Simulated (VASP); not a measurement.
Here is a VASP 6.6.1 calculation.

INCAR

```
SYSTEM = ZnSe
PREC     = Accurate       ! precision mode
ENCUT    = 520            ! plane-wave cutoff, eV
EDIFF    = 1E-6           ! SCF threshold, eV
ISMEAR   = 0              ! smearing method
SIGMA    = 0.01           ! smearing width, eV
LREAL    = .False.        ! projectors in reciprocal space
LASPH    = .True.         ! aspherical terms in the spheres
NELM     = 100            ! most SCF steps
ALGO     = Normal         ! electronic algorithm
ISIF     = 2              ! what is computed and relaxed
LWAVE    = .False.        ! write WAVECAR
LCHARG   = .False.        ! write CHGCAR
GGA      = PE             ! functional
NBANDS   = 16             ! bands
```

File KPOINTS:

```
Automatic mesh
0
Gamma
  8 8 8
  0 0 0
```

POSCAR

```
ZnSe
1.0
    0.0000000000      2.8658805880      2.8658805880
    2.8658805880      0.0000000000      2.8658805880
    2.8658805880      2.8658805880      0.0000000000
Zn Se
1 1
Direct
    0.0000000000      0.0000000000      0.0000000000
    0.7500000000      0.7500000000      0.7500000000
```

Potentials or basis: VASP PAW PBE potentials, release 64 (Zn, Se).

The run is started by

```bash
$ cat potpaw_PBE.64/Zn/POTCAR potpaw_PBE.64/Se/POTCAR > POTCAR
$ mpirun -np 1 vasp_std > vasp.out
```

Task: Predict the pressure.

Result: 0.2 GPa.

Task: Predict the band gap on the k mesh.

Result: 1.16 eV, direct.

PBE gaps usually lie below the measured ones, often by a third to a half.
